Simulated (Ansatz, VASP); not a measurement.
**CrO2: VASP beside Ansatz**

```
CELL_PARAMETERS angstrom
4.83603 0.00000 0.00000
0.00000 4.83603 0.00000
0.00000 0.00000 4.83603
ATOMIC_POSITIONS crystal
Cr 0.50000 0.50000 0.00000
Cr 0.50000 0.00000 0.50000
Cr 0.00000 0.50000 0.50000
Cr 0.00000 0.00000 0.00000
O 0.13821 0.86179 0.36179
O 0.86179 0.36179 0.13821
O 0.36179 0.13821 0.86179
O 0.63821 0.63821 0.63821
O 0.86179 0.13821 0.63821
O 0.13821 0.63821 0.86179
O 0.63821 0.86179 0.13821
O 0.36179 0.36179 0.36179
```

Alike in both runs: task single point; functional LDA; k mesh 5 × 5 × 5; collinear spin.

|  | VASP | Ansatz |
| --- | --- | --- |
| version | VASP 6.6.1 | Ansatz 0.2.0 |
| potentials or method | VASP PAW LDA potentials, release 64 (Cr_pv, O), cutoff 520 eV | plane waves, PAW |
| occupations | methfessel-paxton of order 1, width 0.1 eV | cold, width 0.1 eV |
| valence electrons in the cell | 96 | 104 |

|  | VASP | Ansatz | Ansatz less VASP |
| --- | --- | --- | --- |
| rms of the force components (eV/Å) | 0.386 | 0.392 | +0.0062 |
| net moment per atom (μB) | 0.67 | 0.67 | 0.000 |
| size of the moment on the site where the two differ most (μB) | 2.27 | 1.95 | -0.316 |

LDA's correlation is that of Perdew and Zunger in VASP and of Perdew and Wang (1992) in Ansatz. Site moments also hang on the region over which each program counts them. Atom by atom the forces differ by 0.006 eV/Å (rms over components). VASP's potentials hold 96 valence electrons a cell and Ansatz's 104, so a difference there can come from the potentials and not from the codes. Ansatz's warnings: stability check not made.
